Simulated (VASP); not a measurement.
Write the native input for VASP 6.6.1 that does the following.

```
Task                   : single point
Functional             : revPBE
Potentials or basis    : VASP PAW PBE potentials, release 64 (Al, N)
Cutoff                 : 520 eV
k mesh                 : 10 × 10 × 10
Occupations            : fermi-dirac, width 0.05 eV
Spin                   : no spin polarisation
Dipole correction      : no
Further INCAR settings : ALGO = Normal; EDIFF = 1e-06; NBANDS = 11
```

The structure of AlN lies in POSCAR:

```
AlN
1.0
    0.0000000000      2.1544765148      2.1544765148
    2.1544765148      0.0000000000      2.1544765148
    2.1544765148      2.1544765148      0.0000000000
Al N
1 1
Direct
    0.0000000000      0.0000000000      0.0000000000
    0.2500000000      0.2500000000      0.2500000000
```

The input as run:

INCAR

```
SYSTEM = AlN
ALGO     = Normal         ! electronic algorithm
EDIFF    = 1E-6           ! SCF threshold, eV
ENCUT    = 520            ! plane-wave cutoff, eV
GGA      = RE             ! functional
ISIF     = 2              ! what is computed and relaxed
ISMEAR   = -1             ! smearing method
LASPH    = .True.         ! aspherical terms in the spheres
LCHARG   = .True.         ! write CHGCAR
LELF     = .True.         ! ELF
LREAL    = .False.        ! projectors in reciprocal space
LVHAR    = .True.       
LWAVE    = .False.        ! write WAVECAR
NBANDS   = 11             ! bands
NELM     = 100            ! most SCF steps
PREC     = Accurate       ! precision mode
SIGMA    = 0.05           ! smearing width, eV
```

KPOINTS

```
k-points
0
Gamma
  10 10 10
  0 0 0
```

Potentials or basis: VASP PAW PBE potentials, release 64 (Al, N).

The run is started by

```bash
$ cat potpaw_PBE.64/Al/POTCAR potpaw_PBE.64/N/POTCAR > POTCAR
$ mpirun -np 1 vasp_std > vasp.out
```

It gave:

- Pressure: 16.6 GPa
- Band gap on the k mesh: 3.37 eV, indirect (least direct gap 4.59 eV)

Caveat: the PAW data sets were made with another functional, which shifts forces and pressure a little.

Wall time 12 s on 1 thread of Intel Xeon 8259CL, with other jobs on the host, peak memory 0.14 GiB.
